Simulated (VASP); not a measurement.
# ScF3 (Pm-3m) in VASP: a series of runs

Runs on ScF3. Level: LDA. Tasks: single point.

All numbers are computed with VASP 6.6.1; they aren't measurements. Logs are shortened: lines on timing, memory, paths and dates and some standing lists are left out, and cuts for length are marked.

### 1 The cell of the first run

It takes space group Pm-3m (No. 221, cubic). The conventional cell has a = 4.012 Å, b = 4.012 Å, c = 4.012 Å, α = 90.00°, β = 90.00°, γ = 90.00°. Within 2.7 Å of Sc (site symmetry m-3m) lie 6 F at 2.01 Å. Within 2.7 Å of F (site symmetry 4/mmm) lie 2 Sc at 2.01 Å.

### 2 Single point, LDA

INCAR

```
SYSTEM = ScF3
ALGO = Normal
EDIFF = 1E-6
ENCUT = 520
ISIF = 2
ISMEAR = 0
LASPH = .TRUE.
LCHARG = .FALSE.
LREAL = .FALSE.
LWAVE = .FALSE.
NBANDS = 24
NELM = 80
PREC = Accurate
SIGMA = 0.05
```

KPOINTS

```
k-points
0
G
  6 6 6
  0 0 0
```

POSCAR

```
ScF3
1.0
    4.0124500000      0.0000000000      0.0000000000
    0.0000000000      4.0124500000      0.0000000000
    0.0000000000      0.0000000000      4.0124500000
Sc F
1 3
Direct
    0.0000000000      0.0000000000      0.0000000000
    0.5000000000      0.0000000000      0.0000000000
    0.0000000000      0.5000000000      0.0000000000
    0.0000000000      0.0000000000      0.5000000000
```

Potentials or basis: VASP PAW LDA potentials, release 64 (Sc_sv, F).

On the command line:

```
> cat potpaw_LDA.64/Sc_sv/POTCAR potpaw_LDA.64/F/POTCAR > POTCAR
> mpirun -np 1 vasp_std > vasp.out
```

OUTCAR:

```text
SYSTEM = ScF3
   EDIFF = 1E-6
   ENCUT = 520
   ISIF = 2
   ISMEAR = 0
   LASPH = .TRUE.
   LREAL = .FALSE.
   NELM = 80
   PREC = Accurate

 ion  position               nearest neighbor table
   1  0.000  0.000  0.000-   2 2.01   3 2.01   4 2.01   4 2.01   3 2.01   2 2.01
   2  0.500  0.000  0.000-   1 2.01   1 2.01
   3  0.000  0.500  0.000-   1 2.01   1 2.01
   4  0.000  0.000  0.500-   1 2.01   1 2.01

  LATTYP: Found a simple cubic cell.
 ALAT       =     4.0124500000

  Lattice vectors:

 A1 = (   4.0124500000,   0.0000000000,   0.0000000000)
 A2 = (   0.0000000000,   4.0124500000,   0.0000000000)
 A3 = (   0.0000000000,   0.0000000000,   4.0124500000)

Analysis of symmetry for initial positions (statically):
=====================================================================
 Subroutine PRICEL returns:
 Original cell was already a primitive cell.

 Routine SETGRP: Setting up the symmetry group for a
 simple cubic supercell.

 Subroutine GETGRP returns: Found 48 space group operations
 (whereof 48 operations were pure point group operations)
 out of a pool of 48 trial point group operations.

The static configuration has the point symmetry O_h .

Analysis of symmetry for dynamics (positions and initial velocities):
=====================================================================
 Subroutine PRICEL returns:
 Original cell was already a primitive cell.

 Routine SETGRP: Setting up the symmetry group for a
 simple cubic supercell.

 Subroutine GETGRP returns: Found 48 space group operations
 (whereof 48 operations were pure point group operations)
 out of a pool of 48 trial point group operations.

The dynamic configuration has the point symmetry O_h .

 Subroutine INISYM returns: Found 48 space group operations
 (whereof 48 operations are pure point group operations),
 and found     1 'primitive' translations

----------------------------------------------------------------------------------------

                                     Primitive cell

  volume of cell :      64.5995

  direct lattice vectors                    reciprocal lattice vectors
     4.012450000  0.000000000  0.000000000     0.249224289  0.000000000  0.000000000
     0.000000000  4.012450000  0.000000000     0.000000000  0.249224289  0.000000000
     0.000000000  0.000000000  4.012450000     0.000000000  0.000000000  0.249224289

  length of vectors
     4.012450000  4.012450000  4.012450000     0.249224289  0.249224289  0.249224289

  position of ions in fractional coordinates (direct lattice)
     0.000000000  0.000000000  0.000000000
[... 79 lines left out ...]
   EDIFFG = 0.1E-04   stopping-criterion for IOM
   NSW    =      0    number of steps for IOM
   IBRION =     -1    ionic relax: 0-MD 1-quasi-New 2-CG
   NFREE  =      0    steps in history (QN), initial steepest desc. (CG)
   ISIF   =      2    stress and relaxation
   ISYM   =      2    0-nonsym 1-usesym 2-fastsym
   POTIM  = 0.5000    time-step for ionic-motion
   TEBEG  =    0.0;   TEEND  =   0.0 temperature during run
   PSTRESS=    0.0 pullay stress
   NELECT =      32.0000    total number of electrons
   NUPDOWN=      -1.0000    fix difference up-down
   EMIN   =  10.00;   EMAX   =-10.00  energy-range for DOS
   EFERMI =   0.00;   METHOD = LEGACY
   ISMEAR =     0;   SIGMA  =   0.05  broadening in eV -4-tet -1-fermi 0-gaus
   EFERMI_NEDOS =   21; number of points for ismear=-14 and -15
   IALGO  =     38    algorithm
   IMIX   =      4    mixing-type and parameters
     AMIX     =   0.40;   BMIX     =  1.00
     AMIX_MAG =   1.60;   BMIX_MAG =  1.00
  volume/ion in A,a.u.               =      16.15       108.98
  Fermi-wavevector in a.u.,A,eV,Ry     =   1.295334  2.447827 22.829091  1.677891
  Thomas-Fermi vector in A             =   2.426861
   LORBIT       =      0    0 simple, 1 ext, 2 COOP (PROOUT), +10 PAW based schemes
   GGA     = CA    functional components
   LHFCALC =     F    Hartree Fock is set to
   AEXX    =    0.0000 exact exchange contribution
   IVDW    =     0    specifies the selected vdW correction
   LEPSILON=     F    determine dielectric tensor
   LRPA    =     F    only Hartree local field effects (RPA)
 non-spin polarized calculation
 Gauss-broadening in eV      SIGMA  =   0.05
  energy-cutoff  :      520.00
  volume of cell :       64.60
 maximum number of plane-waves:      1755
 NGX is ok and might be reduce to    30
   NGX = 15   NGY = 15   NGZ = 15

 number of electron      31.9999963 magnetization

 Free energy of the ion-electron system (eV)
  ---------------------------------------------------
  ext. energy  EPLUGINS =         0.00000000
  ---------------------------------------------------
  free energy    TOTEN  =       -29.57932207 eV

  energy without entropy =      -29.57932207  energy(sigma->0) =      -29.57932207

 E-fermi :  -3.5254     XC(G=0):  -8.8730

 val. band max:       -3.8611324289   @ k =   0.5000   0.5000   0.5000
 cond. band min:       2.3234975637   @ k =   0.0000   0.0000   0.0000
 fundamental gap:      6.1846299927
 Fermi energy:        -3.5254352060

 k-point     1 :       0.0000    0.0000    0.0000
  band No.  band energies     occupation
      1     -49.1396      2.00000
      2     -28.1777      2.00000
      3     -28.1777      2.00000
      4     -28.1777      2.00000
      5     -23.5206      2.00000
      6     -23.2384      2.00000
[... 529 lines left out ...]
     23      11.0649      0.00000
     24      11.0650      0.00000

------------------------ aborting loop because EDIFF is reached ----------------------------------------

  FORCE on cell =-STRESS in cart. coord.  units (eV):
  Direction    XX          YY          ZZ          XY          YZ          ZX
  --------------------------------------------------------------------------------------
  -------------------------------------------------------------------------------------
  Total       -0.9327477     -0.9327477     -0.9327477      0.0000000      0.0000000     -0.0000000
  in kB      -23.1337409    -23.1337409    -23.1337409      0.0000000      0.0000000     -0.0000000
  external PRESSURE =     -23.1337409 kB  Pullay stress =       0.0000000 kB

 VOLUME and BASIS-vectors are now :
 -----------------------------------------------------------------------------
  energy-cutoff  :      520.00
  volume of cell :       64.60
      direct lattice vectors                 reciprocal lattice vectors
     4.012450000  0.000000000  0.000000000     0.249224289  0.000000000  0.000000000
     0.000000000  4.012450000  0.000000000     0.000000000  0.249224289  0.000000000
     0.000000000  0.000000000  4.012450000     0.000000000  0.000000000  0.249224289

 POSITION                                       TOTAL-FORCE (eV/Angst)
 -----------------------------------------------------------------------------------
      0.00000      0.00000      0.00000         0.000000      0.000000      0.000000
      2.00623      0.00000      0.00000         0.000000      0.000000      0.000000
      0.00000      2.00623      0.00000         0.000000      0.000000      0.000000
      0.00000      0.00000      2.00623         0.000000      0.000000      0.000000
 -----------------------------------------------------------------------------------
    total drift:                                0.000000      0.000000      0.000000

  FREE ENERGIE OF THE ION-ELECTRON SYSTEM (eV)
  ---------------------------------------------------
  free  energy   TOTEN  =       -29.5793220683 eV

  energy  without entropy=      -29.5793220683  energy(sigma->0) =      -29.57932207
```

stdout:

```text
POSCAR found type information on POSCAR ScF
 POSCAR found :  2 types and       4 ions
 scaLAPACK will be used
 LDA part: xc-table for (Slater(with rela. corr.)+CA(PZ))
 , standard interpolation
 POSCAR, INCAR and KPOINTS ok, starting setup
 FFT: planning ... GRIDC
 FFT: planning ... GRID_SOFT
 FFT: planning ... GRID
 WAVECAR not read
 entering main loop
```

Wall time 13 s (1 thread of Intel Xeon Platinum 8559C (Emerald Rapids), shared host); peak memory 0.15 GiB.

Results:

- Free energy: -29.5793 eV
- Pressure: -2.3 GPa
- Band gap on the k mesh: 6.18 eV, indirect (least direct gap 6.72 eV)

A k mesh can miss the band edges.

### 3 Single point, LDA

INCAR

```
SYSTEM = ScF3
PREC = Accurate ; ENCUT = 520
EDIFF = 1E-6 ; ISMEAR = 0
SIGMA = 0.05 ; LREAL = .FALSE.
LASPH = .TRUE. ; NELM = 100
ALGO = Normal ; ISIF = 2
LWAVE = .FALSE. ; LCHARG = .FALSE.
GGA = CA ; NBANDS = 24
```

KPOINTS

```
regular mesh
0
G
  6 6 6
  0 0 0
```

POSCAR is that of step 2.

Potentials or basis: VASP PAW LDA potentials, release 64 (Sc_sv, F).

On the command line:

```
> cat potpaw_LDA.64/Sc_sv/POTCAR potpaw_LDA.64/F/POTCAR > POTCAR
> mpirun -np 1 vasp_std > vasp.out
```

OUTCAR:

```text
SYSTEM = ScF3
   PREC = Accurate
   ENCUT = 520
   EDIFF = 1E-6
   ISMEAR = 0
   LREAL = .FALSE.
   LASPH = .TRUE.
   NELM = 100
   ISIF = 2
   GGA = CA

 ion  position               nearest neighbor table
   1  0.000  0.000  0.000-   2 2.01   3 2.01   4 2.01   4 2.01   3 2.01   2 2.01
   2  0.500  0.000  0.000-   1 2.01   1 2.01
   3  0.000  0.500  0.000-   1 2.01   1 2.01
   4  0.000  0.000  0.500-   1 2.01   1 2.01

  LATTYP: Found a simple cubic cell.
 ALAT       =     4.0124500000

[... 730 lines left out ...]
  Direction    XX          YY          ZZ          XY          YZ          ZX
  --------------------------------------------------------------------------------------
  -------------------------------------------------------------------------------------
  Total       -0.9327477     -0.9327477     -0.9327477      0.0000000      0.0000000     -0.0000000
  in kB      -23.1337409    -23.1337409    -23.1337409      0.0000000      0.0000000     -0.0000000
  external PRESSURE =     -23.1337409 kB  Pullay stress =       0.0000000 kB

 VOLUME and BASIS-vectors are now :
 -----------------------------------------------------------------------------
  energy-cutoff  :      520.00
  volume of cell :       64.60
      direct lattice vectors                 reciprocal lattice vectors
     4.012450000  0.000000000  0.000000000     0.249224289  0.000000000  0.000000000
     0.000000000  4.012450000  0.000000000     0.000000000  0.249224289  0.000000000
     0.000000000  0.000000000  4.012450000     0.000000000  0.000000000  0.249224289

 POSITION                                       TOTAL-FORCE (eV/Angst)
 -----------------------------------------------------------------------------------
      0.00000      0.00000      0.00000         0.000000      0.000000      0.000000
      2.00623      0.00000      0.00000         0.000000      0.000000      0.000000
      0.00000      2.00623      0.00000         0.000000      0.000000      0.000000
      0.00000      0.00000      2.00623         0.000000      0.000000      0.000000
 -----------------------------------------------------------------------------------
    total drift:                                0.000000      0.000000      0.000000

  FREE ENERGIE OF THE ION-ELECTRON SYSTEM (eV)
  ---------------------------------------------------
  free  energy   TOTEN  =       -29.5793220683 eV

  energy  without entropy=      -29.5793220683  energy(sigma->0) =      -29.57932207
```

OSZICAR:

```text
N       E                     dE             d eps       ncg     rms          rms(c)
DAV:   1     0.405470815272E+03    0.40547E+03   -0.15168E+04   960   0.138E+03
DAV:   2    -0.102721249862E+01   -0.40650E+03   -0.38590E+03  1296   0.434E+02
DAV:   3    -0.334939687512E+02   -0.32467E+02   -0.32213E+02  1392   0.148E+02
DAV:   4    -0.340436623285E+02   -0.54969E+00   -0.54915E+00  1184   0.184E+01
DAV:   5    -0.340579344059E+02   -0.14272E-01   -0.14271E-01  1360   0.299E+00    0.163E+01
DAV:   6    -0.297539174376E+02    0.43040E+01   -0.12314E+01  1424   0.480E+01    0.736E+00
DAV:   7    -0.296439960212E+02    0.10992E+00   -0.80005E-01  1184   0.650E+00    0.423E+00
DAV:   8    -0.295873462846E+02    0.56650E-01   -0.26407E-01  1456   0.552E+00    0.788E-01
DAV:   9    -0.295919861205E+02   -0.46398E-02   -0.18330E-01  1152   0.301E+00    0.110E+00
DAV:  10    -0.295793797188E+02    0.12606E-01   -0.65934E-02  1384   0.221E+00    0.149E-01
DAV:  11    -0.295795057420E+02   -0.12602E-03   -0.29418E-03  1344   0.833E-01    0.118E-01
DAV:  12    -0.295793189744E+02    0.18677E-03   -0.44373E-04  1344   0.393E-01    0.162E-02
DAV:  13    -0.295793238510E+02   -0.48766E-05   -0.28286E-05  1120   0.421E-02    0.162E-02
DAV:  14    -0.295793221983E+02    0.16527E-05   -0.15399E-05  1320   0.284E-02    0.463E-03
DAV:  15    -0.295793220683E+02    0.12996E-06   -0.75128E-07   664   0.683E-03
   1 F= -.29579322E+02 E0= -.29579322E+02  d E =-.353876E-22
```

stdout:

```text
POSCAR found type information on POSCAR ScF
 POSCAR found :  2 types and       4 ions
 scaLAPACK will be used
 LDA part: xc-table for (Slater(with rela. corr.)+CA(PZ))
 , standard interpolation
 POSCAR, INCAR and KPOINTS ok, starting setup
 FFT: planning ... GRIDC
 FFT: planning ... GRID_SOFT
 FFT: planning ... GRID
 WAVECAR not read
 entering main loop
```

Run time: 13 s. Hardware: 1 thread of Intel Xeon Platinum 8559C (Emerald Rapids), shared host; peak memory 0.15 GiB.

What came out:

```yaml
Free_energy: -29.5793 eV
Pressure: -2.3 GPa
Band_gap_on_the_k_mesh: 6.18 eV, indirect (least direct gap 6.72 eV)
```
